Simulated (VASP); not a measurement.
Wanted: the native input for a VASP 6.6.1 run.

```
Task                   : single point
Functional             : LDA
Potentials or basis    : VASP PAW LDA potentials, release 64 (Cu)
Cutoff                 : 520 eV
k mesh                 : 7 × 7 × 7
Occupations            : fermi-dirac, width 0.1 eV
Spin                   : no spin polarisation
Dipole correction      : no
Further INCAR settings : ALGO = Normal; EDIFF = 1e-07; NBANDS = 12
```

The structure of Cu lies in POSCAR:

```
Cu
1.0
    0.0000000000      1.7588202533      1.7588202533
    1.7588202533      0.0000000000      1.7588202533
    1.7588202533      1.7588202533      0.0000000000
Cu
1
Direct
    0.0000000000      0.0000000000      0.0000000000
```

The input as run:

INCAR

```
PREC = Accurate
ENCUT = 520
EDIFF = 1E-7
ISMEAR = -1
SIGMA = 0.1
LREAL = F
LASPH = T
NELM = 60
ALGO = Normal
ISIF = 2
LWAVE = F
LCHARG = F
GGA = CA
NBANDS = 12
```

KPOINTS

```
Automatic mesh
0
Gamma
  7 7 7
```

Potentials or basis: VASP PAW LDA potentials, release 64 (Cu).

The run is started by

```sh
$ cat potpaw_LDA.64/Cu/POTCAR > POTCAR
$ mpirun -np 1 vasp_std > vasp.out
```

It gave:

| Property | Result |
| --- | --- |
| Pressure | 0.8 GPa |

Caveat: the k points lie up to 0.44 Å⁻¹ apart.

It took 2.9 s on 1 thread of AMD EPYC 7R13 Processor (Zen 3), with other jobs on the host, peak memory 0.08 GiB.
